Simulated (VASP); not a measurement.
# BaTiO3 (Amm2) in VASP: notebook

BaTiO3 is run at these levels: PBEsol; tasks: single point.

Program: VASP 6.6.1. These are calculated values, not measurements. Logs are shortened: lines on timing, memory, paths and dates and some standing lists are left out, and cuts for length are marked.

## (1) The cell of the first run

Symmetry: Amm2, No. 38, orthorhombic system. The conventional cell has a = 3.986 Å, b = 5.674 Å, c = 5.690 Å, α = 90.00°, β = 90.00°, γ = 90.00°. Ba (site symmetry mm2) has 12 O at 2.77 to 2.92 Å and 8 Ti at 3.42 to 3.53 Å within 3.7 Å. Within 2.6 Å of Ti (site symmetry mm2) lie 6 O at 1.93 to 2.09 Å. O (site symmetry mm2) has 2 Ti at 2.00 Å within 2.6 Å. O (site symmetry m) has 2 Ti at 1.93 to 2.09 Å within 2.6 Å.

## (2) Single point, PBEsol

INCAR

```
ALGO = Normal
EDIFF = 1E-7
ENCUT = 520
GGA = PS
ISIF = 2
ISMEAR = 0
LASPH = T
LCHARG = T
LELF = T
LREAL = F
LVHAR = T
LWAVE = F
NBANDS = 28
NELM = 100
PREC = Accurate
SIGMA = 0.02
```

KPOINTS

```
k-points
0
Gamma
  6 6 6
```

POSCAR

```
BaTiO3
1.0
    3.9855000000      0.0000000000      0.0000000000
    0.0000000000      2.8369000000      2.8451500000
    0.0000000000     -2.8369000000      2.8451500000
Ba Ti O
1 1 3
Direct
    0.0000000000      0.0000000000      0.0000000000
    0.5000000000      0.5124000000      0.5124000000
    0.0000000000      0.4874000000      0.4874000000
    0.5000000000      0.5052400000      0.9918400000
    0.5000000000      0.9918400000      0.5052400000
```

Potentials or basis: VASP PAW PBE potentials, release 64 (Ba_sv, Ti_sv, O).

Run with:

```sh
> cat potpaw_PBE.64/Ba_sv/POTCAR potpaw_PBE.64/Ti_sv/POTCAR potpaw_PBE.64/O/POTCAR > POTCAR
> mpirun -np 1 vasp_std > vasp.out
```

OUTCAR:

```text
EDIFF = 1E-7
   ENCUT = 520
   GGA = PS
   ISIF = 2
   ISMEAR = 0
   LASPH = T
   LREAL = F
   NELM = 100
   PREC = Accurate

 ion  position               nearest neighbor table
   1  0.000  0.000  0.000-   3 2.77   4 2.81   5 2.81   4 2.81   5 2.81   3 2.84   3 2.84   4 2.84
                             5 2.84   5 2.84   4 2.84   3 2.92   2 3.42   2 3.42   2 3.47   2 3.47
   2  0.500  0.512  0.512-   4 1.93   5 1.93   3 2.00   3 2.00   5 2.09   4 2.09   1 3.42   1 3.42
                             1 3.47   1 3.47   1 3.47   1 3.47   1 3.53   1 3.53
   3  0.000  0.487  0.487-   2 2.00   2 2.00   1 2.77   1 2.84   1 2.84   1 2.92
   4  0.500  0.505  0.992-   2 1.93   2 2.09   1 2.81   1 2.81   1 2.84   1 2.84
   5  0.500  0.992  0.505-   2 1.93   2 2.09   1 2.81   1 2.81   1 2.84   1 2.84

  LATTYP: Found a base centered orthorhombic cell.
 ALAT       =     5.6738000000
 B/A-ratio  =     1.0029081039
 C/A-ratio  =     0.7024392823

  Lattice vectors:

 A1 = (   0.0000000000,   2.8369000000,  -2.8451500000)
 A2 = (   0.0000000000,   2.8369000000,   2.8451500000)
 A3 = (   3.9855000000,   0.0000000000,   0.0000000000)

Analysis of symmetry for initial positions (statically):
=====================================================================
 Subroutine PRICEL returns:
 Original cell was already a primitive cell.

 Routine SETGRP: Setting up the symmetry group for a
 base centered orthorhombic supercell.

 Subroutine GETGRP returns: Found  4 space group operations
 (whereof  4 operations were pure point group operations)
 out of a pool of  8 trial point group operations.

The static configuration has the point symmetry C_2v.

Analysis of symmetry for dynamics (positions and initial velocities):
=====================================================================
 Subroutine PRICEL returns:
 Original cell was already a primitive cell.

 Routine SETGRP: Setting up the symmetry group for a
 base centered orthorhombic supercell.

 Subroutine GETGRP returns: Found  4 space group operations
 (whereof  4 operations were pure point group operations)
 out of a pool of  8 trial point group operations.

The dynamic configuration has the point symmetry C_2v.

 Subroutine INISYM returns: Found  4 space group operations
 (whereof  4 operations are pure point group operations),
 and found     1 'primitive' translations

----------------------------------------------------------------------------------------

                                     Primitive cell

  volume of cell :      64.3372

  direct lattice vectors                    reciprocal lattice vectors
     3.985500000  0.000000000  0.000000000     0.250909547  0.000000000  0.000000000
     0.000000000  2.836900000  2.845150000     0.000000000  0.176248722  0.175737659
     0.000000000 -2.836900000  2.845150000     0.000000000 -0.176248722  0.175737659

  length of vectors
     3.985500000  4.017820321  4.017820321     0.250909547  0.248892219  0.248892219

  position of ions in fractional coordinates (direct lattice)
     0.000000000  0.000000000  0.000000000
     0.500000000  0.512400000  0.512400000
     0.000000000  0.487400000  0.487400000
     0.500000000  0.505240000  0.991840000
     0.500000000  0.991840000  0.505240000

  ion indices of the primitive-cell ions
   primitive index   ion index
                 1           1
                 2           2
                 3           3
                 4           4
                 5           5

----------------------------------------------------------------------------------------

 KPOINTS: k-points

Automatic generation of k-mesh.
 Grid dimensions read from file:
 generate k-points for:    6    6    6

 Generating k-lattice:

  Cartesian coordinates                     Fractional coordinates (reciprocal lattice)
     0.041818258  0.000000000  0.000000000     0.166666667  0.000000000  0.000000000
     0.000000000  0.029374787  0.029289610     0.000000000  0.166666667  0.000000000
     0.000000000 -0.029374787  0.029289610     0.000000000  0.000000000  0.166666667

[... 48 lines left out ...]

 Free energy of the ion-electron system (eV)
  ---------------------------------------------------
  ext. energy  EPLUGINS =         0.00000000
  ---------------------------------------------------
  free energy    TOTEN  =       -41.97688815 eV

  energy without entropy =      -41.97688815  energy(sigma->0) =      -41.97688815

 E-fermi :   3.7748     XC(G=0): -11.4952

 val. band max:        3.6632749557   @ k =   0.5000   0.5000   0.5000
 cond. band min:       5.4666998711   @ k =   0.0000   0.0000   0.0000
 fundamental gap:      1.8034249154
 Fermi energy:         3.7748190840

 k-point     1 :       0.0000    0.0000    0.0000
  band No.  band energies     occupation
      1     -52.6414      2.00000
      2     -28.9809      2.00000
      3     -28.9792      2.00000
      4     -28.9640      2.00000
      5     -21.1117      2.00000
      6     -13.1420      2.00000
[... 20 lines left out ...]
     27       8.6188      0.00000
     28      10.7901      0.00000

 k-point     2 :       0.1667    0.0000    0.0000
  band No.  band energies     occupation
      1     -52.6411      2.00000
      2     -28.9804      2.00000
      3     -28.9792      2.00000
      4     -28.9776      2.00000
      5     -21.0811      2.00000
      6     -13.1618      2.00000
[... 20 lines left out ...]
     27       9.1358      0.00000
     28      11.4619      0.00000

 k-point     3 :       0.3333    0.0000    0.0000
  band No.  band energies     occupation
      1     -52.6405      2.00000
      2     -29.0061      2.00000
      3     -28.9793      2.00000
      4     -28.9775      2.00000
      5     -21.0183      2.00000
      6     -13.2877      2.00000
[... 20 lines left out ...]
     27      10.3627      0.00000
     28      11.8796      0.00000

 k-point     4 :       0.5000    0.0000    0.0000
  band No.  band energies     occupation
      1     -52.6402      2.00000
      2     -29.0200      2.00000
      3     -28.9787      2.00000
      4     -28.9770      2.00000
      5     -20.9863      2.00000
      6     -13.3735      2.00000
[... 578 lines left out ...]
     27      11.0558      0.00000
     28      12.0698      0.00000

 k-point    23 :       0.3333    0.3333    0.1667
  band No.  band energies     occupation
      1     -52.6395      2.00000
      2     -29.0158      2.00000
      3     -29.0031      2.00000
      4     -28.9895      2.00000
      5     -20.9362      2.00000
      6     -12.8987      2.00000
[... 20 lines left out ...]
     27      11.8379      0.00000
     28      11.9137      0.00000

 k-point    24 :       0.5000    0.3333    0.1667
  band No.  band energies     occupation
      1     -52.6393      2.00000
      2     -29.0167      2.00000
      3     -29.0150      2.00000
      4     -28.9889      2.00000
      5     -20.9138      2.00000
      6     -12.8362      2.00000
[... 20 lines left out ...]
     27      11.7730      0.00000
     28      12.1757      0.00000

 [... further k-points ...]
[... 5 lines left out ...]
  --------------------------------------------------------------------------------------
  -------------------------------------------------------------------------------------
  Total       -0.8110509     -0.7490246     -1.0018323      0.0000000      0.0000000      0.0000000
  in kB      -20.1974568    -18.6528272    -24.9484514      0.0000000      0.0000000      0.0000000
  external PRESSURE =     -21.2662451 kB  Pullay stress =       0.0000000 kB

 VOLUME and BASIS-vectors are now :
 -----------------------------------------------------------------------------
  energy-cutoff  :      520.00
  volume of cell :       64.34
      direct lattice vectors                 reciprocal lattice vectors
     3.985500000  0.000000000  0.000000000     0.250909547  0.000000000  0.000000000
     0.000000000  2.836900000  2.845150000     0.000000000  0.176248722  0.175737659
     0.000000000 -2.836900000  2.845150000     0.000000000 -0.176248722  0.175737659

 POSITION                                       TOTAL-FORCE (eV/Angst)
 -----------------------------------------------------------------------------------
      0.00000      0.00000      0.00000         0.000000      0.000000      0.154304
      1.99275      0.00000      2.91571         0.000000      0.000000      0.182363
      0.00000      0.00000      2.77345         0.000000      0.000000      0.219612
      1.99275     -1.38044      4.25942         0.000000      0.009106     -0.278140
      1.99275      1.38044      4.25942         0.000000     -0.009106     -0.278140
 -----------------------------------------------------------------------------------
    total drift:                                0.000000      0.000001      0.000589

  FREE ENERGIE OF THE ION-ELECTRON SYSTEM (eV)
  ---------------------------------------------------
  free  energy   TOTEN  =       -41.9768881475 eV

  energy  without entropy=      -41.9768881475  energy(sigma->0) =      -41.97688815
```

It took 90 s on 1 thread of Intel Xeon Platinum 8488C (Sapphire Rapids), shared host; peak memory 0.23 GiB.

What came out:

```
Free energy            : -41.9769 eV
Pressure               : -2.1 GPa
Largest force          : 0.278 eV/Å
Band gap on the k mesh : 1.80 eV (least direct gap 2.01 eV)
```

Forces in eV/Å, atoms in the order of the input:
```
Ba   0.000  0.000  0.154
Ti   0.000  0.000  0.182
O    0.000  0.000  0.220
O    0.000  0.009 -0.278
O    0.000 -0.009 -0.278
```

Levels at points of the mesh, in eV from the valence-band top:
| k point | band 18 | band 19 | band 20 | band 21 | band 22 | band 23 |
| --- | --- | --- | --- | --- | --- | --- |
| (0.00, 0.00, 0.00) | -0.36 | -0.25 | -0.21 | 1.80 | 1.87 | 2.03 |
| (0.50, 0.00, 0.00) | -1.76 | -0.84 | -0.79 | 2.01 | 3.51 | 3.59 |
| (0.00, 0.50, 0.00) | -1.71 | -0.83 | -0.75 | 2.06 | 3.53 | 3.56 |
| (0.50, 0.50, 0.00) | -0.90 | -0.89 | -0.09 | 3.55 | 3.57 | 3.95 |
| (0.00, 0.50, 0.50) | -0.92 | -0.88 | -0.14 | 3.54 | 3.60 | 3.94 |
| (0.50, 0.50, 0.50) | -0.05 | -0.01 | 0.00 | 4.16 | 4.21 | 4.22 |

Caveat: the PAW data sets were made with another functional, which shifts forces and pressure a little; spin-orbit coupling is left out, which moves the levels of the heavy elements. As with any semilocal functional, this PBEsol gap is likely too small.

## (3) Single point, PBEsol

This run uses another cell than the first one, of 13.04 Å³/atom.

INCAR

```
SYSTEM = BaTiO3
PREC = Accurate ; ENCUT = 520
EDIFF = 1E-7 ; ISMEAR = 0
SIGMA = 0.02 ; LREAL = .False.
LASPH = .True. ; NELM = 60
ALGO = Normal ; ISIF = 2
LWAVE = .False. ; LCHARG = .False.
GGA = PS ; NBANDS = 28
```

KPOINTS

```
regular mesh
0
Gamma
  6 6 6
  0 0 0
```

POSCAR, as its differences from that of step 2:

```diff
@@ -2,5 +2,5 @@
 1.0
-    3.9855000000      0.0000000000      0.0000000000
-    0.0000000000      2.8369000000      2.8451500000
-    0.0000000000     -2.8369000000      2.8451500000
+    4.0120700000      0.0000000000      0.0000000000
+    0.0000000000      2.8558126667      2.8451500000
+    0.0000000000     -2.8558126667      2.8451500000
 Ba Ti O
```

Potentials or basis: VASP PAW PBE potentials, release 64 (Ba_sv, Ti_sv, O).

Run with:

```sh
> cat potpaw_PBE.64/Ba_sv/POTCAR potpaw_PBE.64/Ti_sv/POTCAR potpaw_PBE.64/O/POTCAR > POTCAR
> mpirun -np 1 vasp_std > vasp.out
```

It took 67 s on 1 thread of Intel Xeon Platinum 8488C (Sapphire Rapids), shared host; peak memory 0.23 GiB.

The run converged. Its results:

- Free energy: -41.9602 eV
- Pressure: -4.3 GPa
- Largest force: 0.309 eV/Å
- Band gap on the k mesh: 1.78 eV (least direct gap 2.02 eV)

Forces in eV/Å, atoms in the order of the input:
```
Ba   0.000  0.000  0.146
Ti   0.000  0.000  0.227
O    0.000  0.000  0.235
O    0.000  0.056 -0.304
O    0.000 -0.056 -0.304
```

Stress tensor (GPa, compression positive):
```
-4.57  0.00  0.00
 0.00 -4.62  0.00
 0.00  0.00 -3.67
```

Levels at points of the mesh, in eV from the valence-band top:
```tsv
k point	band 16	band 17	band 18	band 19	band 20	band 21	band 22	band 23	band 24	band 25
(0.00, 0.00, 0.00)	-1.15	-1.10	-0.37	-0.25	-0.24	1.78	1.84	1.98	3.96	3.98
(0.50, 0.00, 0.00)	-2.00	-1.82	-1.72	-0.82	-0.81	1.98	3.42	3.51	3.94	5.74
(0.00, 0.50, 0.00)	-1.94	-1.86	-1.70	-0.83	-0.76	2.02	3.47	3.50	3.97	5.87
(0.50, 0.50, 0.00)	-2.66	-1.75	-0.92	-0.91	-0.09	3.48	3.49	3.87	4.68	7.52
(0.00, 0.50, 0.50)	-2.70	-1.69	-0.90	-0.88	-0.13	3.48	3.53	3.88	4.77	7.59
(0.50, 0.50, 0.50)	-2.44	-2.40	-0.04	-0.02	0.00	4.07	4.13	4.14	6.43	6.53
```

Caveat: the cell stands under tension; the PAW data sets were made with another functional, which shifts forces and pressure a little; spin-orbit coupling is left out, which moves the levels of the heavy elements. A k mesh can miss the band edges.

## (4) Single point, PBEsol

This run uses another cell than the first one, of 13.21 Å³/atom.

INCAR

```
PREC = Accurate
ENCUT = 520
EDIFF = 1E-7
ISMEAR = 0
SIGMA = 0.02
LREAL = False
LASPH = True
NELM = 80
ALGO = Normal
ISIF = 2
LWAVE = False
LCHARG = False
GGA = PS
NBANDS = 28
```

KPOINTS

```
Automatic mesh
0
Gamma
  6 6 6
```

POSCAR, as its differences from that of step 3:

```diff
@@ -2,5 +2,5 @@
 1.0
-    4.0120700000      0.0000000000      0.0000000000
-    0.0000000000      2.8558126667      2.8451500000
-    0.0000000000     -2.8558126667      2.8451500000
+    4.0386400000      0.0000000000      0.0000000000
+    0.0000000000      2.8747253333      2.8451500000
+    0.0000000000     -2.8747253333      2.8451500000
 Ba Ti O
```

Run with:

```sh
> cat potpaw_PBE.64/Ba_sv/POTCAR potpaw_PBE.64/Ti_sv/POTCAR potpaw_PBE.64/O/POTCAR > POTCAR
> mpirun -np 1 vasp_std > vasp.out
```

It took 65 s on 1 thread of Intel Xeon Platinum 8488C (Sapphire Rapids), shared host; peak memory 0.23 GiB.

Results (log left out):

| Quantity | Value |
| --- | --- |
| Free energy | -41.9295 eV |
| Pressure | -6.3 GPa |
| Largest force | 0.345 eV/Å |
| Band gap on the k mesh | 1.76 eV (least direct gap 2.01 eV) |

Forces in eV/Å, atoms in the order of the input:
```
Ba   0.000  0.000  0.139
Ti   0.000  0.000  0.273
O    0.000  0.000  0.248
O    0.000  0.102 -0.330
O    0.000 -0.102 -0.330
```

Stress tensor (GPa, compression positive):
```
-6.91  0.00  0.00
 0.00 -7.20  0.00
 0.00  0.00 -4.75
```

Levels at points of the mesh, in eV from the valence-band top:
```
           k point  band 18  band 19  band 20  band 21  band 22  band 23
(0.00, 0.00, 0.00)    -0.38    -0.27    -0.24     1.76     1.82     1.93
(0.50, 0.00, 0.00)    -1.67    -0.84    -0.78     1.95     3.33     3.43
(0.00, 0.50, 0.00)    -1.69    -0.83    -0.76     1.98     3.42     3.44
(0.50, 0.50, 0.00)    -0.94    -0.92    -0.10     3.39     3.43     3.79
(0.00, 0.50, 0.50)    -0.88    -0.88    -0.13     3.43     3.46     3.82
(0.50, 0.50, 0.50)    -0.04    -0.03     0.00     3.98     4.05     4.06
```

Caveat: the cell stands under tension; the PAW data sets were made with another functional, which shifts forces and pressure a little; spin-orbit coupling is left out, which moves the levels of the heavy elements. Expect the measured gap to be larger: semilocal functionals such as PBEsol lack the derivative discontinuity.

## (5) Single point, PBEsol

This run uses another cell than the first one, of 13.39 Å³/atom.

INCAR

```
SYSTEM = BaTiO3
  ALGO = Normal
  EDIFF = 1E-6
  ENCUT = 520
  GGA = PS
  ISIF = 2
  ISMEAR = 0
  LASPH = .True.
  LCHARG = .False.
  LREAL = .False.
  LWAVE = .False.
  NBANDS = 28
  NELM = 100
  PREC = Accurate
  SIGMA = 0.02
```

KPOINTS

```
k-points
0
Gamma
  6 6 6
  0 0 0
```

POSCAR, as its differences from that of step 4:

```diff
@@ -2,5 +2,5 @@
 1.0
-    4.0386400000      0.0000000000      0.0000000000
-    0.0000000000      2.8747253333      2.8451500000
-    0.0000000000     -2.8747253333      2.8451500000
+    4.0652100000      0.0000000000      0.0000000000
+    0.0000000000      2.8936380000      2.8451500000
+    0.0000000000     -2.8936380000      2.8451500000
 Ba Ti O
```

Run with:

```sh
> cat potpaw_PBE.64/Ba_sv/POTCAR potpaw_PBE.64/Ti_sv/POTCAR potpaw_PBE.64/O/POTCAR > POTCAR
> mpirun -np 1 vasp_std > vasp.out
```

It took 53 s on 1 thread of Intel Xeon Platinum 8488C (Sapphire Rapids), shared host; peak memory 0.23 GiB.

It converged, with:

```
Free energy            : -41.8858 eV
Pressure               : -8.1 GPa
Largest force          : 0.383 eV/Å
Band gap on the k mesh : 1.74 eV (least direct gap 1.98 eV)
```

Forces in eV/Å, atoms in the order of the input:
```
Ba   0.000  0.000  0.131
Ti   0.000  0.000  0.318
O    0.000  0.000  0.259
O    0.000  0.146 -0.354
O    0.000 -0.146 -0.354
```

Stress tensor (GPa, compression positive):
```
-9.06  0.00  0.00
 0.00 -9.62  0.00
 0.00  0.00 -5.75
```

Levels at points of the mesh, in eV from the valence-band top:
```csv
k point,band 17,band 18,band 19,band 20,band 21,band 22,band 23,band 24
"(0.00, 0.00, 0.00)",-1.08,-0.39,-0.29,-0.24,1.74,1.79,1.88,3.77
"(0.50, 0.00, 0.00)",-1.76,-1.63,-0.87,-0.75,1.92,3.24,3.35,3.78
"(0.00, 0.50, 0.00)",-1.86,-1.68,-0.83,-0.77,1.95,3.36,3.38,3.78
"(0.50, 0.50, 0.00)",-1.76,-0.95,-0.94,-0.10,3.31,3.37,3.71,4.48
"(0.00, 0.50, 0.50)",-1.70,-0.88,-0.86,-0.12,3.38,3.39,3.76,4.51
"(0.50, 0.50, 0.50)",-2.35,-0.04,-0.04,0.00,3.89,3.98,3.98,6.24
```

Caveat: the cell stands under tension; the PAW data sets were made with another functional, which shifts forces and pressure a little; spin-orbit coupling is left out, which moves the levels of the heavy elements. A hybrid or GW would open this gap; PBEsol tends to underestimate it.

## (6) Summary

| cell | gap on the mesh (eV) | pressure (GPa) | largest force (eV/Å) |
| --- | --- | --- | --- |
| a = 3.986, b = 4.018, c = 4.018 Å, angles 89.8, 90.0, 90.0°, 5 atoms | 1.80 | -2.1 | 0.28 |
| a = 4.012, b = 4.031, c = 4.031 Å, angles 90.2, 90.0, 90.0°, 5 atoms | 1.78 | -4.3 | 0.31 |
| a = 4.039, b = 4.045, c = 4.045 Å, angles 90.6, 90.0, 90.0°, 5 atoms | 1.76 | -6.3 | 0.35 |
| a = 4.065, b = 4.058, c = 4.058 Å, angles 91.0, 90.0, 90.0°, 5 atoms | 1.74 | -8.1 | 0.38 |

Alike in all rows: task single point; level PBEsol; potentials or basis VASP PAW PBE potentials, release 64 (Ba_sv, Ti_sv, O); no spin polarisation; k mesh 6 × 6 × 6; cutoff (eV) 520; smearing gaussian 0.02 eV.

Caveats: the PAW data sets were made with another functional, which shifts forces and pressure a little; spin-orbit coupling is left out, which moves the levels of the heavy elements; the cell stands under tension (at least some runs).

Absolute energies hang on the potentials; compare differences alone.
